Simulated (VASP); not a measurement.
A run of VASP 6.6.1:

INCAR

```
SYSTEM = SiC
ALGO = Normal ; EDIFF = 1E-7
ENCUT = 520 ; GGA = PE
ISIF = 2 ; ISMEAR = -1
LASPH = .TRUE. ; LCHARG = .FALSE.
LREAL = .FALSE. ; LWAVE = .FALSE.
NBANDS = 36 ; NELM = 100
PREC = Accurate ; SIGMA = 0.02
```

Contents of KPOINTS:

```
k-points
0
G
  16 16 3
  0 0 0
```

The input POSCAR:

```
SiC
1.0
    1.5389000000     -2.6675000000      0.0000000000
    1.5389000000      2.6675000000      0.0000000000
    0.0000000000      0.0000000000     15.1219000000
Si C
6 6
Direct
    0.1666621203      0.8333378797      0.8577216708
    0.8333378797      0.1666621203      0.3577216708
    0.5001149745      0.4998850255      0.5245068537
    0.4998850255      0.5001149745      0.0245068537
    0.8334421551      0.1665578449      0.6912250794
    0.1665578449      0.8334421551      0.1912250794
    0.5001801525      0.4998198475      0.6498133106
    0.4998198475      0.5001801525      0.1498133106
    0.1666200557      0.8333799443      0.9826819003
    0.8333799443      0.1666200557      0.4826819003
    0.8333970490      0.1666029510      0.8161911851
    0.1666029510      0.8333970490      0.3161911851
```

Potentials or basis: VASP PAW PBE potentials, release 64 (Si, C).

Run with:

```console
$ cat potpaw_PBE.64/Si/POTCAR potpaw_PBE.64/C/POTCAR > POTCAR
$ mpirun -np 1 vasp_std > vasp.out
```

Hardware: 1 thread of Intel(R) Xeon(R) 6975P-C (Granite Rapids), on a shared host.

Problem. How long does it take, and how much memory?

Solution. Wall time 4 min on 1 thread of Intel(R) Xeon(R) 6975P-C (Granite Rapids) (shared host), peak memory 0.55 GiB. Counts: scf iterations 16, k points 146.
